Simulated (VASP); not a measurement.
Wanted: the native input for a VASP 6.6.1 run.

| Item | Value |
| --- | --- |
| Task | relaxation of the atoms |
| Functional | LDA |
| Potentials or basis | VASP PAW LDA potentials, release 64 (S, H, C) |
| Cutoff | 520 eV |
| k mesh | 1 × 1 × 1 |
| Occupations | fermi-dirac, width 0.02 eV |
| Spin | no spin polarisation |
| Dipole correction | no |
| Further INCAR settings | LREAL = Auto; ALGO = Normal; EDIFF = 1e-07; IBRION = 2; EDIFFG = -0.3; NSW = 35 |

The structure of H6C2S lies in POSCAR:

```
H6C2S
1.0
    7.7672530000      0.0000000000      0.0000000000
    0.0000000000      7.7672530000      0.0000000000
    0.0000000000      0.0000000000      7.7672530000
S H C
3 18 6
Direct
    0.1278640000     -0.0170300000      0.1049113000
    0.6354979000      0.2812403000      0.2310641000
    0.1073865000      0.6641715000      0.7111980000
    0.0927714000      0.0001794000      0.2728737000
    0.1360482000      0.1532487000      0.0788877000
    0.7003131000      0.1240335000      0.2023578000
    0.4843727000      0.2434288000      0.1571012000
    0.2648653000      0.5956484000      0.6955760000
    0.0344894000      0.5129015000      0.7504720000
    0.5561063000      1.0471477000      0.7271993000
    0.5190175000      0.9186409000      0.5307960000
    0.7544099000      0.8228763000      0.8364925000
    0.7173210000      0.6943695000      0.6400892000
    0.8464212000      0.1443061000      0.8578684000
    0.7216140000      0.1958955000      0.6623549000
    1.1166359000      0.1606648000      0.6896917000
    0.9918286000      0.2122542000      0.4941782000
    0.3772629000      0.6110220000      0.3780825000
    0.5624114000      0.7022361000      0.4958274000
    0.4873852000      0.7373893000      0.1070265000
    0.6725337000      0.8286034000      0.2247715000
    0.5832418000      0.9312326000      0.6541737000
    0.6901855000      0.8102846000      0.7131148000
    0.8462625000      0.1738691000      0.7213715000
    0.9919873000      0.1826912000      0.6306751000
    0.4952042000      0.6857382000      0.3745162000
    0.5545924000      0.7538872000      0.2283377000
```

One way to write it, as run:

INCAR

```
PREC = Accurate
ENCUT = 520
EDIFF = 1E-7
ISMEAR = -1
SIGMA = 0.02
LREAL = Auto
LASPH = True
NELM = 100
ALGO = Normal
ISIF = 2
LWAVE = False
LCHARG = False
GGA = CA
IBRION = 2
NSW = 35
EDIFFG = -0.3
```

KPOINTS

```
regular mesh
0
Gamma
  1 1 1
```

Potentials or basis: VASP PAW LDA potentials, release 64 (S, H, C).

Command:

```console
$ cat potpaw_LDA.64/S/POTCAR potpaw_LDA.64/H/POTCAR potpaw_LDA.64/C/POTCAR > POTCAR
$ mpirun -np 1 vasp_gam > vasp.out
```

It gave:

```yaml
Energy_gained_by_relaxing: 18.9 meV/atom
Ionic_steps: 25
Pressure_after_relaxing: -0.5 GPa
Largest_force_after_relaxing: 0.241 eV/Å
Band_gap_on_the_k_mesh: 4.10 eV
```

Caveat: the k points lie up to 0.81 Å⁻¹ apart; the relaxation stopped at a loose force limit of 0.3 eV/Å, so its end isn't a converged minimum.

It took 16 min on 1 thread of AMD EPYC 7R13, with other jobs on the host, peak memory 0.33 GiB.
